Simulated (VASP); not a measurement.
The system is BN.

```
B N
1.0
     2.36405    0.00000    0.00000
    -1.18203    2.04733    0.00000
     0.00000    0.00000    6.52267
B N
2 2
Direct
  0.33333 0.66667 0.25000
  0.66667 0.33333 0.75000
  0.33333 0.66667 0.75000
  0.66667 0.33333 0.25000
```

This cell differs from its parent crystal: epitaxial xy strain -5.5%.

Base run:

- Program: VASP 6.6.1
- Functional: PBE
- Potentials or basis: VASP PAW PBE potentials, release 64 (B, N)
- Cutoff: 520 eV
- k mesh: 12 × 12 × 4
- Occupations: fermi-dirac, width 0.02 eV
- Spin: no spin polarisation

Its results: band gap on the k mesh 4.51 eV, indirect (least direct gap 5.07 eV); pressure 58.4 GPa.

The run is repeated on the same cell with these changes: functional from PBE to r2SCAN; occupations from fermi-dirac, width 0.02 eV to gaussian, width 0.01 eV. What comes out?

Band gap on the k mesh 5.12 eV, indirect (least direct gap 5.72 eV); pressure 55.0 GPa.

Caveats: the PAW data sets were made with another functional, which shifts forces and pressure a little (some runs).

A k mesh can miss the band edges.
